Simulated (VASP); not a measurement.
Mg32HO31 (a cell with a defect): single point with HSE06

Mg32HO31 (a cell with a defect):

```
O H Mg
1.0
     8.42881    0.00000    0.00000
     0.00000    8.42881    0.00000
     0.00000    0.00000    8.42881
O H Mg
31 1 32
Direct
  0.24837 0.00010 0.99950
  0.24863 0.00020 0.49843
  0.24864 0.49904 0.99960
  0.74836 0.99875 0.99815
  0.74970 0.00010 0.49816
  0.74970 0.49877 0.99950
  0.74981 0.49903 0.49842
  0.99790 0.24830 0.99723
  0.99122 0.24162 0.49798
  0.99711 0.74971 0.99988
  0.99927 0.75035 0.49906
  0.49931 0.24751 0.99988
  0.49994 0.24966 0.49905
  0.49868 0.74908 0.99890
  0.51158 0.76197 0.49093
  0.99790 0.99784 0.24770
  0.99711 0.00049 0.74911
  0.99123 0.49857 0.24102
  0.99926 0.49965 0.74975
  0.49931 0.00049 0.24690
  0.49868 0.99950 0.74848
  0.49995 0.49965 0.24905
  0.51157 0.49154 0.76136
  0.24819 0.24162 0.24102
  0.24925 0.24966 0.74974
  0.24926 0.75034 0.24906
  0.24113 0.76197 0.76137
  0.74744 0.24830 0.24769
  0.75009 0.24750 0.74911
  0.75009 0.74971 0.24690
  0.74910 0.74908 0.74848
  0.34230 0.59267 0.59208
  0.99847 0.99881 0.99821
  0.99759 0.99879 0.49851
  0.99759 0.49911 0.99820
  0.00067 0.49488 0.49429
  0.49827 0.99832 0.99772
  0.50035 0.00135 0.49792
  0.50035 0.49852 0.00074
  0.50260 0.50026 0.49964
  0.24871 0.24799 0.99819
  0.24450 0.25102 0.49428
  0.24813 0.75074 0.00074
  0.24987 0.75298 0.49966
  0.74841 0.24887 0.99821
  0.74840 0.24799 0.49850
  0.74792 0.74866 0.99772
  0.75095 0.75074 0.49792
  0.24871 0.99879 0.24739
  0.24813 0.00135 0.75014
  0.24450 0.49487 0.25041
  0.24985 0.50026 0.75238
  0.74841 0.99881 0.24826
  0.74792 0.99832 0.74806
  0.74840 0.49911 0.24739
  0.75094 0.49852 0.75014
  0.99803 0.24842 0.24782
  0.99840 0.24881 0.74713
  0.99840 0.74773 0.24820
  0.99893 0.75049 0.74989
  0.49734 0.24880 0.24819
  0.50008 0.24934 0.74988
  0.50009 0.75049 0.24873
  0.49279 0.74319 0.74258
```

| Quantity | Value |
| --- | --- |
| Program | VASP 6.6.1 |
| Task | single point |
| Functional | HSE06 |
| Potentials or basis | VASP PAW PBE potentials, release 64 (O, H, Mg) |
| Cutoff | 520 eV |
| k mesh | 1 × 1 × 1, shifted |
| Occupations | fermi-dirac, width 0.05 eV |
| Spin | no spin polarisation |

```yaml
Largest_force: 0.109 eV/Å
```

Forces on the atoms (eV/Å):
```
O   -0.007  0.011  0.007
O   -0.007  0.001 -0.008
O   -0.009 -0.009  0.000
O    0.002  0.002  0.003
O    0.008  0.009 -0.007
O    0.008 -0.006  0.007
O    0.001 -0.007 -0.008
O   -0.010 -0.010  0.005
O   -0.067 -0.066  0.016
O   -0.010  0.007  0.002
O   -0.032  0.043 -0.011
O    0.005 -0.012  0.002
O    0.041 -0.031 -0.012
O    0.008  0.008  0.019
O    0.065  0.066 -0.027
O   -0.010  0.003 -0.009
O   -0.009  0.001  0.007
O   -0.065  0.014 -0.067
O   -0.034 -0.010  0.039
O    0.007  0.001 -0.009
O    0.008  0.021  0.008
O    0.041 -0.010 -0.034
O    0.066 -0.026  0.066
O    0.015 -0.066 -0.067
O   -0.013 -0.031  0.040
O   -0.011  0.044 -0.032
O   -0.026  0.066  0.064
O    0.004 -0.011 -0.009
O    0.001 -0.012  0.006
O    0.002  0.007 -0.008
O    0.021  0.008  0.008
H    0.040  0.040  0.041
Mg   0.005 -0.001 -0.002
Mg  -0.002  0.016  0.005
Mg  -0.002  0.004  0.017
Mg   0.041 -0.033 -0.033
Mg  -0.001  0.001  0.001
Mg   0.006 -0.030  0.002
Mg   0.007  0.000 -0.028
Mg  -0.096  0.037  0.038
Mg   0.005 -0.003  0.017
Mg  -0.034  0.044 -0.033
Mg   0.000  0.006 -0.029
Mg   0.036 -0.095  0.036
Mg  -0.001  0.005 -0.001
Mg   0.018 -0.003  0.005
Mg   0.001 -0.001  0.002
Mg  -0.028  0.005  0.001
Mg   0.005  0.017 -0.002
Mg   0.001 -0.029  0.006
Mg  -0.033 -0.032  0.045
Mg   0.037  0.036 -0.094
Mg  -0.001 -0.001  0.005
Mg   0.002  0.001 -0.001
Mg   0.018  0.004 -0.002
Mg  -0.028  0.000  0.007
Mg   0.029  0.030  0.031
Mg   0.009  0.007 -0.021
Mg   0.009 -0.022  0.009
Mg   0.031 -0.002 -0.003
Mg  -0.020  0.008  0.008
Mg  -0.003  0.030 -0.003
Mg  -0.003 -0.003  0.031
Mg  -0.044 -0.044 -0.045
```

Levels at points of the mesh, in eV from the Fermi level:
```csv
k point,band 124,band 125,band 126,band 127,band 128,band 129
"(0.25, 0.25, 0.25)",-6.28,-5.10,-1.19,1.61,2.02,2.02
```

Run time: 15 min on 1 thread of Intel(R) Xeon(R) 6975P-C (Granite Rapids), on a shared host, peak memory 0.79 GiB.

Caveat: the cell carries a net charge on a neutralising background, which shifts energy and pressure; the cell is charged against a uniform background, so pressure and absolute levels hang on convention; the PAW data sets were made with another functional, which shifts forces and pressure a little.
